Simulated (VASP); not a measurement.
# Si4O7 (a cell with a defect) in VASP: a series of runs, part 2 of 2

VASP 6.6.1. Earlier steps stand in the parts before.

### 3 Single point, PBE

File INCAR:

```
  ALGO = Normal
  EDIFF = 1E-6
  ENCUT = 520
  GGA = PE
  ISIF = 2
  ISMEAR = 0
  LASPH = T
  LCHARG = F
  LREAL = F
  LWAVE = F
  NBANDS = 40
  NELM = 80
  PREC = Accurate
  SIGMA = 0.05
```

File KPOINTS:

```
k-points
0
Gamma
  4 4 4
```

File POSCAR:

```
Si4O7
1.0
    5.0799801732      0.0000000000      0.0000000000
    0.0000000000      5.0799801732      0.0000000000
    0.0000000000      0.0000000000      7.0914769300
Si O
4 7
Direct
    0.2944292339      0.2944292339      0.0000000000
    0.2055707661      0.7944292339      0.2500000000
    0.7055707661      0.7055707661      0.5000000000
    0.7944292339      0.2055707661      0.7500000000
    0.4053663613      0.7409644515      0.4248320116
    0.7590355485      0.9053663613      0.6748320116
    0.5946336387      0.2590355485      0.9248320116
    0.7409644515      0.4053663613      0.5751679884
    1.0003077532      1.0281834912      0.2826376305
    0.2590355485      0.5946336387      0.0751679884
    0.0946336387      0.2409644515      0.8251679884
```

Potentials or basis: VASP PAW PBE potentials, release 64 (Si, O).

Command:

```
cat potpaw_PBE.64/Si/POTCAR potpaw_PBE.64/O/POTCAR > POTCAR
mpirun -np 1 vasp_std > vasp.out
```

OUTCAR:

```text
EDIFF = 1E-6
   ENCUT = 520
   GGA = PE
   ISIF = 2
   ISMEAR = 0
   LASPH = T
   LREAL = F
   NELM = 80
   PREC = Accurate

 ion  position               nearest neighbor table
   1  0.294  0.294  0.000-  11 1.63  10 1.63   7 1.63   4 3.13   2 3.13   2 3.13   4 3.13
   2  0.206  0.794  0.250-   9 1.60   5 1.63  10 1.63   3 3.13   1 3.13   1 3.13   3 3.13
   3  0.706  0.706  0.500-   6 1.63   5 1.63   8 1.63   4 3.13   2 3.13   4 3.13   2 3.13
   4  0.794  0.206  0.750-   7 1.63   8 1.63   6 1.63  11 1.63   1 3.13   3 3.13   3 3.13   1 3.13

   5  0.405  0.741  0.425-   2 1.63   3 1.63
[... 1260 lines left out ...]

 VOLUME and BASIS-vectors are now :
 -----------------------------------------------------------------------------
  energy-cutoff  :      520.00
  volume of cell :      183.00
      direct lattice vectors                 reciprocal lattice vectors
     5.079980173  0.000000000  0.000000000     0.196851162  0.000000000  0.000000000
     0.000000000  5.079980173  0.000000000     0.000000000  0.196851162  0.000000000
     0.000000000  0.000000000  7.091476930     0.000000000  0.000000000  0.141014349

 POSITION                                       TOTAL-FORCE (eV/Angst)
 -----------------------------------------------------------------------------------
      1.49569      1.49569      0.00000        -0.242079     -1.977281      0.771718
      1.04430      4.03568      1.77287        -0.676682      1.597589      0.248806
      3.58429      3.58429      3.54574         1.490845      0.507816     -0.438190
      4.03568      1.04430      5.31861         0.200221     -0.242785     -0.122860
      2.05925      3.76408      3.01269        -0.353460     -0.083655     -0.512224
      3.85589      4.59924      4.78556        -0.157491      0.004343      0.375073
      3.02073      1.31590      6.55842         0.172062      0.255359     -0.124162
      3.76408      2.05925      4.07879        -0.174991      0.048515      0.034832
      0.00156      0.14317      2.00432         0.212056     -1.323926     -0.613697
      1.31590      3.02073      0.53305        -0.402165      1.084368      0.632725
      0.48074      1.22409      5.85166        -0.068317      0.129657     -0.252022
 -----------------------------------------------------------------------------------
    total drift:                                0.000372     -0.000606     -0.000188

  FREE ENERGIE OF THE ION-ELECTRON SYSTEM (eV)
  ---------------------------------------------------
  free  energy   TOTEN  =       -79.7969600519 eV

  energy  without entropy=      -79.7969472422  energy(sigma->0) =      -79.79695365
```

OSZICAR:

```text
N       E                     dE             d eps       ncg     rms          rms(c)
DAV:   1     0.370296636027E+03    0.37030E+03   -0.28968E+04  2880   0.129E+03
DAV:   2    -0.577477222508E+02   -0.42804E+03   -0.41764E+03  3552   0.297E+02
DAV:   3    -0.909506558875E+02   -0.33203E+02   -0.33001E+02  3504   0.897E+01
DAV:   4    -0.914455214155E+02   -0.49487E+00   -0.49415E+00  3696   0.118E+01
DAV:   5    -0.914525773246E+02   -0.70559E-02   -0.70545E-02  3568   0.137E+00    0.263E+01
DAV:   6    -0.799892109151E+02    0.11463E+02   -0.54133E+01  3352   0.334E+01    0.131E+01
DAV:   7    -0.798658805621E+02    0.12333E+00   -0.33960E+00  3456   0.813E+00    0.510E+00
DAV:   8    -0.798010316128E+02    0.64849E-01   -0.40921E-01  3768   0.408E+00    0.259E+00
DAV:   9    -0.797904604171E+02    0.10571E-01   -0.11306E-01  3448   0.181E+00    0.772E-01
DAV:  10    -0.797958331655E+02   -0.53727E-02   -0.24460E-02  3512   0.821E-01    0.286E-01
DAV:  11    -0.797963613425E+02   -0.52818E-03   -0.28694E-03  3696   0.302E-01    0.147E-01
DAV:  12    -0.797968546953E+02   -0.49335E-03   -0.92859E-04  3296   0.141E-01    0.545E-02
DAV:  13    -0.797969221268E+02   -0.67431E-04   -0.13754E-04  3608   0.632E-02    0.181E-02
DAV:  14    -0.797969565280E+02   -0.34401E-04   -0.52453E-05  3224   0.447E-02    0.111E-02
DAV:  15    -0.797969586664E+02   -0.21384E-05   -0.42147E-06  3664   0.162E-02    0.722E-03
DAV:  16    -0.797969601009E+02   -0.14345E-05   -0.40209E-06  2992   0.117E-02    0.246E-03
DAV:  17    -0.797969600519E+02    0.48908E-07   -0.34793E-07  2304   0.550E-03
   1 F= -.79796960E+02 E0= -.79796954E+02  d E =-.128097E-04
```

stdout:

```text
POSCAR found type information on POSCAR SiO
 POSCAR found :  2 types and      11 ions
 scaLAPACK will be used
 LDA part: xc-table for (Slater+PW92), standard interpolation
 POSCAR, INCAR and KPOINTS ok, starting setup
 FFT: planning ... GRIDC
 FFT: planning ... GRID_SOFT
 FFT: planning ... GRID
 WAVECAR not read
 entering main loop
```

It took 2.1 min on 1 thread of Intel Xeon 6975P-C (Granite Rapids), shared host; peak memory 0.38 GiB.

Results:

```
Free energy            : -79.7970 eV
Pressure               : -0.7 GPa
Largest force          : 2.136 eV/Å
Band gap on the k mesh : 0.21 eV
```

Forces on the atoms (eV/Å):
```
Si  -0.242 -1.977  0.772
Si  -0.677  1.598  0.249
Si   1.491  0.508 -0.438
Si   0.200 -0.243 -0.123
O   -0.353 -0.084 -0.512
O   -0.157  0.004  0.375
O    0.172  0.255 -0.124
O   -0.175  0.049  0.035
O    0.212 -1.324 -0.614
O   -0.402  1.084  0.633
O   -0.068  0.130 -0.252
```

Caveat: the cell differs from its parent crystal (atoms taken out, atom 9 moved 0.500 of the way to it and +0.675 Å across, host rigid).

### 4 Single point, PBE

File INCAR:

```
ALGO = Normal
EDIFF = 1E-7
ENCUT = 520
GGA = PE
ISIF = 2
ISMEAR = 0
LASPH = True
LCHARG = True
LELF = True
LREAL = False
LVHAR = True
LWAVE = False
NBANDS = 40
NELM = 100
PREC = Accurate
SIGMA = 0.05
```

KPOINTS is that of step 3.

POSCAR, as its differences from that of step 3:

```diff
@@ -16,3 +16,3 @@
     0.7409644515      0.4053663613      0.5751679884
-    1.0003077532      1.0281834912      0.2826376305
+    0.9649799994      0.8767180369      0.2984632043
     0.2590355485      0.5946336387      0.0751679884
```

Command:

```
cat potpaw_PBE.64/Si/POTCAR potpaw_PBE.64/O/POTCAR > POTCAR
mpirun -np 1 vasp_std > vasp.out
```

Run time: 7.2 min. Hardware: 1 thread of Intel Xeon 8259CL, shared host; peak memory 0.39 GiB.

It converged, with:

```
Free energy            : -79.6356 eV
Pressure               : 6.2 GPa
Largest force          : 22.328 eV/Å
Band gap on the k mesh : 1.38 eV
```

Forces in eV/Å, atoms in the order of the input:
```
Si   -0.212  -2.775   2.165
Si   18.301  -2.878  -7.473
Si    0.571   1.301  -0.410
Si    0.435  -0.050   1.047
O     1.209  -0.402   0.331
O     0.008  -0.440  -0.533
O     0.816   0.248  -0.862
O     0.170   0.831  -1.099
O   -20.654   3.848   7.559
O    -0.111   0.173   0.240
O    -0.534   0.145  -0.965
```

Stress tensor (GPa, compression positive):
```
19.95 -8.78 -2.84
-8.78 -1.09  6.05
-2.84  6.05 -0.36
```

Levels at points of the mesh, in eV from the valence-band top:
| k point | band 25 | band 26 | band 27 | band 28 | band 29 | band 30 | band 31 | band 32 | band 33 | band 34 |
| --- | --- | --- | --- | --- | --- | --- | --- | --- | --- | --- |
| (0.00, 0.00, 0.00) | -4.26 | -4.08 | -3.77 | -3.31 | -1.28 | 1.71 | 4.02 | 4.15 | 4.84 | 5.53 |
| (0.50, 0.00, 0.00) | -4.40 | -4.10 | -3.92 | -3.81 | -0.88 | 1.68 | 3.89 | 4.09 | 5.10 | 5.38 |
| (0.00, 0.50, 0.00) | -4.29 | -4.01 | -3.79 | -3.47 | -0.07 | 1.43 | 3.19 | 4.84 | 5.02 | 5.34 |
| (0.50, 0.50, 0.00) | -4.30 | -4.22 | -3.89 | -3.64 | -0.10 | 1.97 | 3.07 | 4.30 | 4.48 | 5.60 |
| (0.00, 0.00, 0.50) | -4.17 | -3.93 | -3.79 | -3.50 | -0.96 | 1.38 | 3.79 | 4.33 | 4.63 | 5.53 |
| (0.50, 0.00, 0.50) | -4.35 | -4.20 | -3.90 | -3.61 | -1.03 | 1.89 | 4.03 | 4.15 | 4.52 | 5.52 |
| (0.00, 0.50, 0.50) | -4.24 | -4.17 | -3.80 | -3.32 | -0.24 | 1.68 | 3.15 | 4.46 | 5.28 | 5.39 |
| (0.50, 0.50, 0.50) | -4.30 | -4.15 | -4.05 | -3.68 | 0.00 | 1.93 | 3.06 | 4.44 | 4.89 | 5.26 |

Caveat: the cell differs from its parent crystal (atoms taken out, atom 9 moved 0.250 of the way to it and +0.225 Å across, host rigid).

### 5 Summary

| cell | gap on the mesh (eV) | pressure (GPa) | largest force (eV/Å) |
| --- | --- | --- | --- |
| as given, atomic positions A | 1.17 | 6.2 | 22.20 |
| as given, atomic positions B | 0.21 | -0.7 | 2.14 |
| as given, atomic positions C | 1.38 | 6.2 | 22.33 |

Alike in all rows: task single point; level PBE; potentials or basis VASP PAW PBE potentials, release 64 (Si, O); no spin polarisation; k mesh 4 × 4 × 4; cutoff (eV) 520; smearing gaussian 0.05 eV.

Total energies depend on the potentials used, so only differences within one code and one set of settings carry meaning.
